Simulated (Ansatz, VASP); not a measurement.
**Two plane-wave programs on Zn3SbSe4**

Contents of POSCAR:

```
Zn3SbSe4
1.0
    0.0000000000      5.7131810000      0.0000000000
    5.7131810000      0.0000000000      0.0000000000
    2.8565900000      2.8565900000     -5.6920880000
Zn Sb Se
3 1 4
Direct
    0.5000000000      0.5000000000      0.0000000000
    0.7500000000      0.2500000000      0.5000000000
    0.2500000000      0.7500000000      0.5000000000
    0.0000000000      0.0000000000      0.0000000000
    0.6108100000      0.6108100000      0.2625800000
    0.3891900000      0.8733900000      0.7374200000
    0.1266100000      0.1266100000      0.2625800000
    0.8733900000      0.3891900000      0.7374200000
```

INCAR.step1

```
SYSTEM = Zn3SbSe4
PREC = Accurate ; ENCUT = 520
ISMEAR = 1 ; SIGMA = 0.0626
LREAL = .False. ; LASPH = .True.
NELM = 60 ; NBANDS = 42
GGA = PE ; ALGO = Normal
EDIFF = 1E-4 ; LWAVE = .True.
LCHARG = .False.
```

Contents of INCAR.step2:

```
SYSTEM = Zn3SbSe4
PREC = Accurate ; ENCUT = 520
EDIFF = 1E-6 ; ISMEAR = 1
SIGMA = 0.0626 ; LREAL = .False.
LASPH = .True. ; NELM = 60
ALGO = Normal ; ISIF = 2
LWAVE = .False. ; LCHARG = .False.
METAGGA = R2SCAN ; LMIXTAU = .True.
NBANDS = 42 ; ISTART = 1
```

The input KPOINTS:

```
Automatic mesh
0
Gamma
  4 4 4
  0 0 0
```

Input for Ansatz:

```yaml
crystal:
  lattice:
    - [0.0, 5.713181, 0.0]
    - [5.713181, 0.0, 0.0]
    - [2.85659, 2.85659, -5.692088]
  atoms:
    - { symbol: Zn, position: [0.5, 0.5, 0.0] }
    - { symbol: Sb, position: [0.0, 0.0, 0.0] }
    - { symbol: Se, position: [0.61081, 0.61081, 0.26258] }
    - { symbol: Se, position: [0.38919, 0.87339, 0.73742] }
    - { symbol: Se, position: [0.12661, 0.12661, 0.26258] }
    - { symbol: Se, position: [0.87339, 0.38919, 0.73742] }
    - { symbol: Zn, position: [0.75, 0.25, 0.5] }
    - { symbol: Zn, position: [0.25, 0.75, 0.5] }
  symmetry: { tolerance: 0.0003 }
kpoints:
  mp_grid: { grid: [4, 4, 4], shift: [0, 0, 0] }
magnetization:
  spin_polarized: false
scf:
  occupations: { method: methfessel_paxton, width: 0.0626 }
hamiltonian:
  pseudopotentials: { kind: paw }
  xc: r2scan
basis:
  ecutwfc: 500
output:
  forces: true
  stress: true
  eigenvalues: true
  write_density: true
  write_potential: true
  elf: true
  volumetric_format: npy
```

Alike in both runs: task single point; functional r2SCAN; k mesh 4 × 4 × 4; occupations methfessel-paxton of order 1, width 0.0626 eV; no spin polarisation.

|  | VASP | Ansatz |
| --- | --- | --- |
| version | VASP 6.6.1 | Ansatz 0.2.0 |
| potentials or method | VASP PAW PBE potentials, release 64 (Zn, Sb, Se), cutoff 520 eV | PAW plane waves |
| valence electrons in the cell | 65 | 115 |

|  | VASP | Ansatz | Ansatz less VASP |
| --- | --- | --- | --- |
| gap on the k mesh at the Fermi level (eV) | none | none | - |
| pressure (GPa) | 9.6 | 9.5 | -0.12 |
| rms of the force components (eV/Å) | 0.909 | 0.902 | -0.0069 |

VASP's potentials were made for PBE, not for r2SCAN. A gap of «none» marks a metal or a gap that the smearing closes. The functional is the same, so the differences come from potentials, cutoffs and numerics. VASP's potentials hold 65 valence electrons a cell and Ansatz's 115, so a difference there can come from the potentials and not from the codes.

Neither program's run includes spin-orbit coupling.
